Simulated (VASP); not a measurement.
# Ni (Im-3m) in VASP: further runs

Aim: see how the results for Ni move with the level of theory and the settings. Levels: BLYP, revPBE+D3(BJ), revPBE+D4. Tasks: relaxation of cell and atoms, single point.

Everything below comes from runs of VASP 6.6.1. Logs are shortened: lines on timing, memory, paths and dates and some standing lists are left out, and cuts for length are marked.

### 1 The cell of the first run

The structure is cubic, space group Im-3m (No. 229). The conventional cell has a = 2.767 Å, b = 2.767 Å, c = 2.767 Å, α = 90.00°, β = 90.00°, γ = 90.00°. Within 3.2 Å of Ni (site symmetry m-3m) lie 14 Ni at 2.40 to 2.77 Å.

### 2 Relaxation of cell and atoms, BLYP, collinear spin, ferromagnetic start

INCAR reads:

```
SYSTEM = Ni
PREC = Accurate
ENCUT = 600
EDIFF = 1E-7
ISMEAR = -1
SIGMA = 0.05
LREAL = .False.
LASPH = .True.
NELM = 200
ALGO = Normal
ISIF = 3
LWAVE = .False.
LCHARG = .False.
ISPIN = 2
MAGMOM = 1
LORBIT = 11
LMAXMIX = 4
GGA = B5
ALDAX = 1.0
AGGAX = 1.0
AGGAC = 1.0
ALDAC = 0.0
IBRION = 2
NSW = 60
EDIFFG = -0.01
GGA_COMPAT = .False.
NELMIN = 4
```

KPOINTS reads:

```
regular mesh
0
Gamma
  13 13 13
  0 0 0
```

POSCAR reads:

```
Ni
1.0
   -1.3837154700      1.3837154700      1.3837154700
    1.3837154700     -1.3837154700      1.3837154700
    1.3837154700      1.3837154700     -1.3837154700
Ni
1
Direct
    0.0000000000      0.0000000000      0.0000000000
```

Potentials or basis: VASP PAW PBE potentials, release 64 (Ni).

Started as:

```bash
$ cat potpaw_PBE.64/Ni/POTCAR > POTCAR
$ mpirun -np 1 vasp_std > vasp.out
```

OUTCAR:

```text
SYSTEM = Ni
   PREC = Accurate
   ENCUT = 600
   EDIFF = 1E-7
   ISMEAR = -1
   LREAL = .False.
   LASPH = .True.
   NELM = 200
   ISIF = 3
   ISPIN = 2
   LORBIT = 11
   GGA = B5
   IBRION = 2
   NSW = 60
   EDIFFG = -0.01
   NELMIN = 4

 ion  position               nearest neighbor table
   1  0.000  0.000  0.000-

  LATTYP: Found a body centered cubic cell.
 ALAT       =     2.7674309400

  Lattice vectors:

 A1 = (  -1.3837154700,   1.3837154700,   1.3837154700)
 A2 = (   1.3837154700,  -1.3837154700,   1.3837154700)
 A3 = (   1.3837154700,   1.3837154700,  -1.3837154700)

Analysis of symmetry for initial positions (statically):
=====================================================================
 Subroutine PRICEL returns:
 Original cell was already a primitive cell.

 Routine SETGRP: Setting up the symmetry group for a
 body centered cubic supercell.

 Subroutine GETGRP returns: Found 48 space group operations
 (whereof 48 operations were pure point group operations)
 out of a pool of 48 trial point group operations.

The static configuration has the point symmetry O_h .

Analysis of symmetry for dynamics (positions and initial velocities):
=====================================================================
 Subroutine PRICEL returns:
 Original cell was already a primitive cell.

 Routine SETGRP: Setting up the symmetry group for a
 body centered cubic supercell.

 Subroutine GETGRP returns: Found 48 space group operations
 (whereof 48 operations were pure point group operations)
 out of a pool of 48 trial point group operations.

The dynamic configuration has the point symmetry O_h .

Analysis of structural, dynamic, and magnetic symmetry:
=====================================================================
 Subroutine PRICEL returns:
 Original cell was already a primitive cell.

 Routine SETGRP: Setting up the symmetry group for a
 body centered cubic supercell.

 Subroutine GETGRP returns: Found 48 space group operations
 (whereof 48 operations were pure point group operations)
 out of a pool of 48 trial point group operations.

The overall configuration has the point symmetry O_h .

 Subroutine INISYM returns: Found 48 space group operations
 (whereof 48 operations are pure point group operations),
 and found     1 'primitive' translations

----------------------------------------------------------------------------------------

                                     Primitive cell

  volume of cell :      10.5974

  direct lattice vectors                    reciprocal lattice vectors
    -1.383715470  1.383715470  1.383715470     0.000000000  0.361345964  0.361345964
     1.383715470 -1.383715470  1.383715470     0.361345964  0.000000000  0.361345964
     1.383715470  1.383715470 -1.383715470     0.361345964  0.361345964  0.000000000

  length of vectors
     2.396665497  2.396665497  2.396665497     0.511020363  0.511020363  0.511020363

  position of ions in fractional coordinates (direct lattice)
     0.000000000  0.000000000  0.000000000

  ion indices of the primitive-cell ions
   primitive index   ion index
                 1           1

----------------------------------------------------------------------------------------

 KPOINTS: regular mesh

Automatic generation of k-mesh.
 Grid dimensions read from file:
 generate k-points for:   13   13   13

 Generating k-lattice:

  Cartesian coordinates                     Fractional coordinates (reciprocal lattice)
     0.000000000  0.027795843  0.027795843     0.076923077  0.000000000  0.000000000
     0.027795843  0.000000000  0.027795843     0.000000000  0.076923077  0.000000000
     0.027795843  0.027795843  0.000000000     0.000000000  0.000000000  0.076923077

  Length of vectors
     0.039309259  0.039309259  0.039309259

  Shift w.r.t. Gamma in fractional coordinates (k-lattice)
     0.000000000  0.000000000  0.000000000

 Subroutine IBZKPT returns following result:
 ===========================================

 Found     84 irreducible k-points:

 Following reciprocal coordinates:
            Coordinates               Weight
  0.000000  0.000000  0.000000      1.000000
  0.076923  0.000000  0.000000     12.000000
  0.153846  0.000000  0.000000     12.000000
  0.230769  0.000000  0.000000     12.000000
  0.307692  0.000000  0.000000     12.000000
  0.384615  0.000000  0.000000     12.000000
[... 16 lines left out ...]
  0.153846  0.076923  0.076923     24.000000
  0.230769  0.076923  0.076923     24.000000
 [... further k-points ...]
   k-points           NKPTS =     84   k-points in BZ     NKDIM =     84   number of bands    NBANDS=     10
   number of dos      NEDOS =    301   number of ions     NIONS =      1
   total plane-waves  NPLWV =   8000
   dimension x,y,z NGX =    20 NGY =   20 NGZ =   20
   dimension x,y,z NGXF=    40 NGYF=   40 NGZF=   40
   ions per type =               1
   NGX,Y,Z   is equivalent  to a cutoff of  13.87, 13.87, 13.87 a.u.
   NGXF,Y,Z  is equivalent  to a cutoff of  27.75, 27.75, 27.75 a.u.
 SYSTEM =  Ni
   PREC   = accura    normal or accurate (medium, high low for compatibility)
   ISTART =      0    job   : 0-new  1-cont  2-samecut
   ICHARG =      2    charge: 1-file 2-atom 10-const
   ISPIN  =      2    spin polarized calculation?
   LNONCOLLINEAR =      F non collinear calculations
   LSORBIT =      F    spin-orbit coupling
   LASPH  =      T    aspherical Exc in radial PAW
   ENCUT  =  600.0 eV  44.10 Ry    6.64 a.u.   4.79  4.79  4.79*2*pi/ulx,y,z
   NELM   =    200;   NELMIN=  4; NELMDL= -5     # of ELM steps
   EDIFF  = 0.1E-06   stopping-criterion for ELM
   LREAL  =      F    real-space projection
   EDIFFG = -.1E-01   stopping-criterion for IOM
   NSW    =     60    number of steps for IOM
   IBRION =      2    ionic relax: 0-MD 1-quasi-New 2-CG
   NFREE  =      1    steps in history (QN), initial steepest desc. (CG)
   ISIF   =      3    stress and relaxation
   ISYM   =      2    0-nonsym 1-usesym 2-fastsym
   POTIM  = 0.5000    time-step for ionic-motion
   TEBEG  =    0.0;   TEEND  =   0.0 temperature during run
   PSTRESS=    0.0 pullay stress
   NELECT =      10.0000    total number of electrons
   NUPDOWN=      -1.0000    fix difference up-down
   EMIN   =  10.00;   EMAX   =-10.00  energy-range for DOS
   EFERMI =   0.00;   METHOD = LEGACY
   ISMEAR =    -1;   SIGMA  =   0.05  broadening in eV -4-tet -1-fermi 0-gaus
   EFERMI_NEDOS =   21; number of points for ismear=-14 and -15
   IALGO  =     38    algorithm
   IMIX   =      4    mixing-type and parameters
     AMIX     =   0.40;   BMIX     =  1.00
     AMIX_MAG =   1.60;   BMIX_MAG =  1.00
  volume/ion in A,a.u.               =      10.60        71.51
  Fermi-wavevector in a.u.,A,eV,Ry     =   1.605738  3.034405 35.081190  2.578395
  Thomas-Fermi vector in A             =   2.702037
   LORBIT       =     11    0 simple, 1 ext, 2 COOP (PROOUT), +10 PAW based schemes
   GGA     = B5    functional components
   LHFCALC =     F    Hartree Fock is set to
   AEXX    =    0.0000 exact exchange contribution
   IVDW    =     0    specifies the selected vdW correction
   LEPSILON=     F    determine dielectric tensor
   LRPA    =     F    only Hartree local field effects (RPA)
 conjugate gradient relaxation of ions
 spin polarized calculation
  energy-cutoff  :      600.00
  volume of cell :       10.60
 maximum number of plane-waves:       370
   NGX =  9   NGY =  9   NGZ =  9

--------------------------------------- Ionic step        1  -------------------------------------------

 number of electron      10.0000001 magnetization       0.5290851

 Free energy of the ion-electron system (eV)
  ---------------------------------------------------
  ext. energy  EPLUGINS =         0.00000000
  ---------------------------------------------------
  free energy    TOTEN  =        -4.47990994 eV

  energy without entropy =       -4.46574499  energy(sigma->0) =       -4.47282746

 E-fermi :  10.0617     XC(G=0): -12.8133

 val. band max:       10.0541942412   @ k =   0.4615   0.0000   0.0000
 cond. band min:      10.0661542229   @ k =  -0.3846  -0.3846   0.0769
 fundamental gap:      0.0119599817
 Fermi energy:        10.0617444283

 spin component 1

 k-point     1 :       0.0000    0.0000    0.0000
  band No.  band energies     occupation
      1       1.1721      1.00000
      2       7.7419      1.00000
      3       7.7419      1.00000
      4       7.7419      1.00000
      5       9.2087      1.00000
      6       9.2087      1.00000
      7      37.1705      0.00000
      8      37.1705      0.00000
      9      37.1705      0.00000
     10      42.2414      0.00000

 k-point     2 :       0.0769    0.0000    0.0000
  band No.  band energies     occupation
      1       1.4218      1.00000
      2       7.6847      1.00000
      3       7.7384      1.00000
      4       7.8578      1.00000
      5       9.1516      1.00000
      6       9.2133      1.00000
      7      35.2429      0.00000
      8      36.6776      0.00000
      9      36.8492      0.00000
     10      40.2792      0.00000
[... 659 lines left out ...]
 POSITION                                       TOTAL-FORCE (eV/Angst)
 -----------------------------------------------------------------------------------
      1.46096     -1.46096      1.46096         0.000000     -0.000000      0.000000
 -----------------------------------------------------------------------------------
    total drift:                               -0.000000     -0.000000     -0.000000

  FREE ENERGIE OF THE ION-ELECTRON SYSTEM (eV)
  ---------------------------------------------------
  free  energy   TOTEN  =        -4.4986592900 eV

  energy  without entropy=       -4.4836502759  energy(sigma->0) =       -4.49115478

--------------------------------------- Ionic step        3  -------------------------------------------

 number of electron      10.0000004 magnetization       0.5835480

 Free energy of the ion-electron system (eV)
  ---------------------------------------------------
  ext. energy  EPLUGINS =         0.00000000
  ---------------------------------------------------
  free energy    TOTEN  =        -4.52890961 eV

  energy without entropy =       -4.51490632  energy(sigma->0) =       -4.52190796

 E-fermi :   8.8435     XC(G=0): -12.3020

 val. band max:        8.8397641985   @ k =  -0.3077   0.3846   0.0769
 cond. band min:       8.8455141277   @ k =  -0.3846  -0.3846   0.1538
 fundamental gap:      0.0057499292
 Fermi energy:         8.8435155358

 spin component 1

 k-point     1 :       0.0000    0.0000    0.0000
  band No.  band energies     occupation
      1       0.5266      1.00000
      2       6.6921      1.00000
      3       6.6921      1.00000
      4       6.6921      1.00000
      5       7.9993      1.00000
      6       7.9993      1.00000
      7      35.0192      0.00000
      8      35.0192      0.00000
      9      35.0192      0.00000
     10      39.2532      0.00000

 k-point     2 :       0.0769    0.0000    0.0000
  band No.  band energies     occupation
      1       0.7604      1.00000
      2       6.6428      1.00000
      3       6.6899      1.00000
      4       6.7937      1.00000
      5       7.9504      1.00000
      6       8.0032      1.00000
      7      32.9662      0.00000
      8      34.4636      0.00000
      9      34.6214      0.00000
     10      36.9957      0.00000
[... 624 lines left out ...]
 POSITION                                       TOTAL-FORCE (eV/Angst)
 -----------------------------------------------------------------------------------
     -0.00000      0.00000      0.00000        -0.000000     -0.000000     -0.000000
 -----------------------------------------------------------------------------------
    total drift:                                0.000000     -0.000000      0.000000

  FREE ENERGIE OF THE ION-ELECTRON SYSTEM (eV)
  ---------------------------------------------------
  free  energy   TOTEN  =        -4.5289096137 eV

  energy  without entropy=       -4.5149063157  energy(sigma->0) =       -4.52190796

 reached required accuracy - stopping structural energy minimisation

 total charge

# of ion       s       p       d       tot
------------------------------------------
    1        0.472   0.423   8.364   9.259

 magnetization (x)

# of ion       s       p       d       tot
------------------------------------------
    1       -0.004  -0.014   0.610   0.592
```

Run time: 54 s. Hardware: 1 thread of AMD EPYC 9R45 (Zen 5), shared host; peak memory 0.11 GiB.

Results:

```yaml
Free_energy: -4.5289 eV
Relaxed_volume: 11.58 Å³/atom
Relaxed_cell: a = 2.469 Å, b = 2.469 Å, c = 2.469 Å, α = 109.47°, β = 109.47°, γ = 109.47°
Space_group_after_relaxing_to_0.05_Å: Im-3m (No. 229)
Energy_gained_by_relaxing: 49.0 meV/atom
Ionic_steps: 3
Pressure_after_relaxing: -0.1 GPa
Net_moment: 0.58 μB per cell
Site_moments: Ni +0.59 μB
Valence_electrons_inside_the_program's_atomic_spheres: Ni 9.26
```

The path:
```tsv
step	energy change (eV)	largest force (eV/Å)	pressure (GPa)	volume (Å³)
1	0.0000	0.0000	17.50	10.60
2	-0.0187	0.0000	-10.00	12.47
3	-0.0490	0.0000	-0.12	11.58
```

Final structure:
```xyz
1
Lattice="-1.4253 1.4253 1.4253 1.4253 -1.4253 1.4253 1.4253 1.4253 -1.4253" Properties=species:S:1:pos:R:3 pbc="T T T"
Ni    0.0000    0.0000    0.0000
```

Levels at points of the mesh, in eV from the Fermi level:
Spin up:
| k point | band 1 | band 2 | band 3 | band 4 | band 5 | band 6 | band 7 | band 8 | band 9 | band 10 |
| --- | --- | --- | --- | --- | --- | --- | --- | --- | --- | --- |
| (0.00, 0.00, 0.00) | -8.32 | -2.15 | -2.15 | -2.15 | -0.84 | -0.84 | 26.18 | 26.18 | 26.18 | 30.41 |
Spin down:
```csv
k point,band 3,band 4,band 5,band 6,band 7,band 8
"(0.00, 0.00, 0.00)",-1.46,-1.46,-0.36,-0.36,26.10,26.10
```

Caveat: the PAW data sets were made with another functional, which shifts forces and pressure a little.

### 3 Single point, revPBE+D3(BJ), collinear spin, ferromagnetic start

This run uses another cell than the first one, of 10.48 Å³/atom, 0.989 times its volume.

INCAR reads:

```
  ALGO = Fast
  EDIFF = 1E-6
  ENCUT = 520
  GGA = RE
  ISIF = 2
  ISMEAR = -1
  ISPIN = 2
  IVDW = 12
  LASPH = True
  LCHARG = True
  LELF = True
  LMAXMIX = 4
  LORBIT = 11
  LREAL = False
  LVHAR = True
  LWAVE = False
  MAGMOM = 1
  NBANDS = 15
  NELM = 150
  PREC = Accurate
  SIGMA = 0.05
```

KPOINTS reads:

```
k-points
0
Gamma
  13 13 13
```

POSCAR reads:

```
Ni
1.0
   -1.3786712832      1.3786712832      1.3786712832
    1.3786712832     -1.3786712832      1.3786712832
    1.3786712832      1.3786712832     -1.3786712832
Ni
1
Direct
    0.0000000000      0.0000000000      0.0000000000
```

Potentials or basis: VASP PAW PBE potentials, release 64 (Ni).

Started as:

```bash
$ cat potpaw_PBE.64/Ni/POTCAR > POTCAR
$ mpirun -np 1 vasp_std > vasp.out
```

Wall time 21 s (1 thread of Intel Xeon Platinum 8488C (Sapphire Rapids), shared host); peak memory 0.14 GiB.

It converged, with:

```
Free energy                                           : -5.8720 eV
Pressure                                              : -0.1 GPa
Net moment                                            : 0.58 μB per cell
Site moments                                          : Ni +0.58 μB
Valence electrons inside the program's atomic spheres : Ni 9.38
Dispersion energy per atom                            : -0.928 eV
```

Levels at points of the mesh, in eV from the Fermi level:
Spin up:
```
           k point  band 1  band 2  band 3  band 4  band 5  band 6  band 7  band 8  band 9  band 10
(0.00, 0.00, 0.00)   -9.12   -2.39   -2.39   -2.39   -0.91   -0.91   26.84   26.84   26.84    32.00
```
Spin down:
```csv
k point,band 2,band 3,band 4,band 5,band 6,band 7,band 8,band 9
"(0.00, 0.00, 0.00)",-1.68,-1.68,-1.68,-0.39,-0.39,26.73,26.73,26.73
```

Caveat: the PAW data sets were made with another functional, which shifts forces and pressure a little; pairwise dispersion overbinds metals, which lowers pressure and volume.

### 4 Single point, revPBE+D4, collinear spin, ferromagnetic start

INCAR reads:

```
PREC = Accurate ; ENCUT = 520
EDIFF = 1E-6 ; ISMEAR = -1
SIGMA = 0.05 ; LREAL = F
LASPH = T ; NELM = 150
ALGO = Fast ; ISIF = 2
LWAVE = F ; LCHARG = T
ISPIN = 2 ; MAGMOM = 1
LORBIT = 11 ; LMAXMIX = 4
GGA = RE ; IVDW = 13
LELF = T ; LVHAR = T
NBANDS = 15
```

KPOINTS reads:

```
Automatic mesh
0
Gamma
  13 13 13
```

POSCAR reads:

```
Ni
1.0
   -1.3837945677      1.3837945677      1.3837945677
    1.3837945677     -1.3837945677      1.3837945677
    1.3837945677      1.3837945677     -1.3837945677
Ni
1
Direct
    0.0000000000      0.0000000000      0.0000000000
```

Started as:

```bash
$ cat potpaw_PBE.64/Ni/POTCAR > POTCAR
$ mpirun -np 1 vasp_std > vasp.out
```

Run time: 23 s. Hardware: 1 thread of Intel Xeon Platinum 8488C (Sapphire Rapids), shared host; peak memory 0.13 GiB.

The run converged. Its results:

| Quantity | Value |
| --- | --- |
| Free energy | -5.7614 eV |
| Pressure | -0.1 GPa |
| Net moment | 0.58 μB per cell |
| Site moments | Ni +0.59 μB |
| Valence electrons inside the program's atomic spheres | Ni 9.36 |
| Dispersion energy per atom | -0.807 eV |

Levels at points of the mesh, in eV from the Fermi level:
Spin up:
| k point | band 3 | band 4 | band 5 | band 6 | band 7 | band 8 |
| --- | --- | --- | --- | --- | --- | --- |
| (0.00, 0.00, 0.00) | -2.36 | -2.36 | -0.91 | -0.91 | 26.72 | 26.72 |
Spin down:
| k point | band 1 | band 2 | band 3 | band 4 | band 5 | band 6 | band 7 | band 8 | band 9 | band 10 |
| --- | --- | --- | --- | --- | --- | --- | --- | --- | --- | --- |
| (0.00, 0.00, 0.00) | -9.07 | -1.65 | -1.65 | -1.65 | -0.39 | -0.39 | 26.60 | 26.60 | 26.60 | 31.71 |

Caveat: the PAW data sets were made with another functional, which shifts forces and pressure a little; pairwise dispersion overbinds metals, which lowers pressure and volume.

### 5 Relaxation of cell and atoms, revPBE+D3(BJ), collinear spin, ferromagnetic start

INCAR reads:

```
PREC = Accurate ; ENCUT = 600
EDIFF = 1E-6 ; ISMEAR = -1
SIGMA = 0.05 ; LREAL = F
LASPH = T ; NELM = 150
ALGO = Fast ; ISIF = 3
LWAVE = F ; LCHARG = F
ISPIN = 2 ; MAGMOM = 1
LORBIT = 11 ; LMAXMIX = 4
GGA = RE ; IVDW = 12
IBRION = 2 ; NSW = 60
EDIFFG = -0.01
```

KPOINTS is that of step 4.

POSCAR reads:

```
Ni
1.0
   -1.3837154700      1.3837154700      1.3837154700
    1.3837154700     -1.3837154700      1.3837154700
    1.3837154700      1.3837154700     -1.3837154700
Ni
1
Direct
    0.0000000000      0.0000000000      0.0000000000
```

Started as:

```bash
$ cat potpaw_PBE.64/Ni/POTCAR > POTCAR
$ mpirun -np 1 vasp_std > vasp.out
```

Run time: 46 s. Hardware: 1 thread of Intel Xeon Platinum 8488C (Sapphire Rapids), shared host; peak memory 0.16 GiB.

Results (log left out):

| Item | Value |
| --- | --- |
| Free energy | -5.8716 eV |
| Relaxed volume | 10.47 Å³/atom |
| Relaxed cell | a = 2.387 Å, b = 2.387 Å, c = 2.387 Å, α = 109.47°, β = 109.47°, γ = 109.47° |
| Space group after relaxing (to 0.05 Å) | Im-3m (No. 229) |
| Energy gained by relaxing | 0.9 meV/atom |
| Ionic steps | 5 |
| Pressure after relaxing | -0.1 GPa |
| Net moment | 0.58 μB per cell |
| Site moments | Ni +0.58 μB |
| Valence electrons inside the program's atomic spheres | Ni 9.38 |
| Dispersion energy per atom | -0.928 eV |

The path:
```tsv
step	energy change (eV)	largest force (eV/Å)	pressure (GPa)	volume (Å³)
1	0.0000	0.0000	-2.32	10.60
2	-0.0002	0.0000	1.97	10.36
3	-0.0009	0.0000	-0.15	10.48
4	-0.0009	0.0000	0.34	10.47
5	-0.0009	0.0000	-0.11	10.47
```

Final structure:
```
CELL_PARAMETERS angstrom
-1.37828 1.37828 1.37828
1.37828 -1.37828 1.37828
1.37828 1.37828 -1.37828
ATOMIC_POSITIONS crystal
Ni 0.00000 0.00000 0.00000
```

Levels at points of the mesh, in eV from the Fermi level:
Spin up:
| k point | band 1 | band 2 | band 3 | band 4 | band 5 | band 6 | band 7 | band 8 | band 9 | band 10 |
| --- | --- | --- | --- | --- | --- | --- | --- | --- | --- | --- |
| (0.00, 0.00, 0.00) | -9.13 | -2.39 | -2.39 | -2.39 | -0.91 | -0.91 | 26.85 | 26.85 | 26.85 | 32.01 |
Spin down:
| k point | band 2 | band 3 | band 4 | band 5 | band 6 | band 7 | band 8 | band 9 |
| --- | --- | --- | --- | --- | --- | --- | --- | --- |
| (0.00, 0.00, 0.00) | -1.68 | -1.68 | -1.68 | -0.40 | -0.40 | 26.74 | 26.74 | 26.74 |

Caveat: the PAW data sets were made with another functional, which shifts forces and pressure a little; pairwise dispersion overbinds metals, which lowers pressure and volume.

[end of part 1 of 2]
